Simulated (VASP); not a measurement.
Input of a VASP 6.6.1 run:

Contents of INCAR:

```
ALGO = Normal
DIPOL = 0.5 0.5 0.397
EDIFF = 1E-6
ENCUT = 520
GGA = PE
IDIPOL = 3
ISIF = 2
ISMEAR = 0
IVDW = 12
LASPH = T
LCHARG = F
LDIPOL = T
LREAL = F
LWAVE = F
NBANDS = 16
NELM = 60
PREC = Accurate
SIGMA = 0.1
```

The input KPOINTS:

```
k-points
0
Gamma
  9 9 1
```

The input POSCAR:

```
Si
1.0
    3.8472023583      0.0000000000      0.0000000000
   -1.9236011791      3.3317749758      0.0000000000
    0.0000000000      0.0000000000     18.4446971457
Si
4
Direct
    0.3333333333      0.6666666667      0.2695814701
    0.6666666667      0.3333333333      0.2439725610
    0.2222222222      0.7777777778      0.5500061652
    0.5555555556      0.4444444444      0.5243972561
```

Potentials or basis: VASP PAW PBE potentials, release 64 (Si).

The run is started by

```bash
$ cat potpaw_PBE.64/Si/POTCAR > POTCAR
$ mpirun -np 1 vasp_std > vasp.out
```

What does it give for the largest force?

0.070 eV/Å.

What does it give for the dispersion energy per atom?

-0.220 eV.

What does it give for the band gap on the k mesh?

0.18 eV, direct.

Forces in eV/Å, atoms in the order of the input:
```
Si   0.004 -0.002  0.069
Si   0.002 -0.001  0.037
Si  -0.002  0.001 -0.037
Si  -0.004  0.002 -0.069
```
